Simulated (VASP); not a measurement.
A run of VASP 6.6.1 is set up as follows.

INCAR

```
PREC     = Accurate       # precision mode
ENCUT    = 520            # plane-wave cutoff, eV
EDIFF    = 1E-6           # SCF threshold, eV
ISMEAR   = 0              # smearing method
SIGMA    = 0.05           # smearing width, eV
LREAL    = False          # projectors in reciprocal space
LASPH    = True           # aspherical terms in the spheres
NELM     = 100            # most SCF steps
ALGO     = Normal         # electronic algorithm
ISIF     = 2              # what is computed and relaxed
LWAVE    = False          # write WAVECAR
LCHARG   = False          # write CHGCAR
GGA      = RP             # functional
NBANDS   = 17             # bands
```

The input KPOINTS:

```
Automatic mesh
0
Gamma
  7 7 7
```

The input POSCAR:

```
SnTe
1.0
    0.0000000000      3.6111460000      3.6111460000
    3.6111460000      0.0000000000      3.6111460000
    3.6111460000      3.6111460000      0.0000000000
Te Sn
1 1
Direct
    0.7500000000      0.7500000000      0.7500000000
    0.0000000000      0.0000000000      0.0000000000
```

Potentials or basis: VASP PAW PBE potentials, release 64 (Te, Sn_d).

Run with:

```console
$ cat potpaw_PBE.64/Te/POTCAR potpaw_PBE.64/Sn_d/POTCAR > POTCAR
$ mpirun -np 1 vasp_std > vasp.out
```

Q: What does it give for the band gap on the k mesh?

A: 0.41 eV, indirect (least direct gap 0.89 eV).

Q: Estimate the pressure.

A: 0.9 GPa.

Caveat: the PAW data sets were made with another functional, which shifts forces and pressure a little; spin-orbit coupling is left out, which moves the levels of the heavy elements. A k mesh can miss the band edges.
